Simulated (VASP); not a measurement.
Si3TeW:

```
CELL_PARAMETERS angstrom
4.87115 0.00000 0.00000
0.00000 4.87115 0.00000
0.00000 0.00000 4.87115
ATOMIC_POSITIONS crystal
Si 0.00000 0.50000 0.50000
Si 0.50000 0.00000 0.50000
Si 0.50000 0.50000 0.00000
Te 0.50000 0.50000 0.50000
W 0.00000 0.00000 0.00000
```

| Property | Result |
| --- | --- |
| Program | VASP 6.6.1 |
| Task | relaxation of cell and atoms |
| Functional | PBE |
| Potentials or basis | VASP PAW PBE potentials, release 64 (Si, Te, W_sv) |
| Cutoff | 600 eV |
| k mesh | 8 × 8 × 8 |
| Occupations | gaussian, width 0.1 eV |
| Spin | no spin polarisation |

At the start: pressure 2.3 GPa; volume 23.12 Å³/atom.

Q: Where does the relaxation end?

A: Over 3 steps the energy falls by 5.4 meV/atom and the volume is 23.90 Å³/atom (+3.4 %); space group Pm-3m (No. 221, to 0.05 Å).

The path:
| step | energy change (eV) | largest force (eV/Å) | pressure (GPa) | volume (Å³) |
| --- | --- | --- | --- | --- |
| 1 | 0.0000 | 0.0000 | 2.27 | 115.58 |
| 2 | -0.0227 | 0.0000 | -0.81 | 121.15 |
| 3 | -0.0269 | 0.0000 | 0.00 | 119.51 |

Final structure:
```
Si Te W
1.0
     4.92576    0.00000    0.00000
     0.00000    4.92576    0.00000
     0.00000    0.00000    4.92576
Si Te W
3 1 1
Direct
  0.00000 0.50000 0.50000
  0.50000 0.00000 0.50000
  0.50000 0.50000 0.00000
  0.50000 0.50000 0.50000
  0.00000 0.00000 0.00000
```
